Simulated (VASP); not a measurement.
Runs of VASP 6.6.1 on Tc. The structure is that of space group P6_3/mmc (No. 194), or close to it. The cells are those of the table. 

```tsv
task	level	potentials or basis	cell	cutoff (eV)	gap on the mesh (eV)	pressure (GPa)	relaxed volume (Å³/atom)
single point	PBEsol	VASP PAW PBE potentials, release 64 (Tc_pv)	a = 2.721, b = 2.721, c = 4.367 Å, angles 90.0, 90.0, 120.0°, 2 atoms	520	none	-0.7	-
relaxation of cell and atoms	PBEsol+D4	VASP PAW PBE potentials, release 64 (Tc_pv)	relaxed from a = 2.740, b = 2.740, c = 4.398 Å, angles 90.0, 90.0, 120.0°, 2 atoms	600	none	-0.1	(a)
relaxation of cell and atoms	PBEsol	VASP PAW PBE potentials, release 64 (Tc_pv)	relaxed from a = 2.740, b = 2.740, c = 4.398 Å, angles 90.0, 90.0, 120.0°, 2 atoms	600	none	0.0	13.98
single point	PBEsol+D3(BJ)	VASP PAW PBE potentials, release 64 (Tc_pv)	a = 2.701, b = 2.701, c = 4.334 Å, angles 90.0, 90.0, 120.0°, 2 atoms	520	none	-0.7	-
single point	r2SCAN	VASP PAW PBE potentials, release 64 (Tc_sv)	a = 2.740, b = 2.740, c = 4.398 Å, angles 90.0, 90.0, 120.0°, 2 atoms	620	none	-2.1	-
```

Alike in all rows: no spin polarisation; k mesh 11 × 11 × 6; smearing fermi-dirac 0.05 eV.

Task: Estimate the missing entries.

Result: (a) 13.82.

Caveats: the PAW data sets were made with another functional, which shifts forces and pressure a little.

A k mesh can miss the band edges, and the runs leave out spin-orbit coupling on Tc.

A gap of «none» marks levels without a gap at the run's occupations.

The runs don't all hold the same shells in valence.
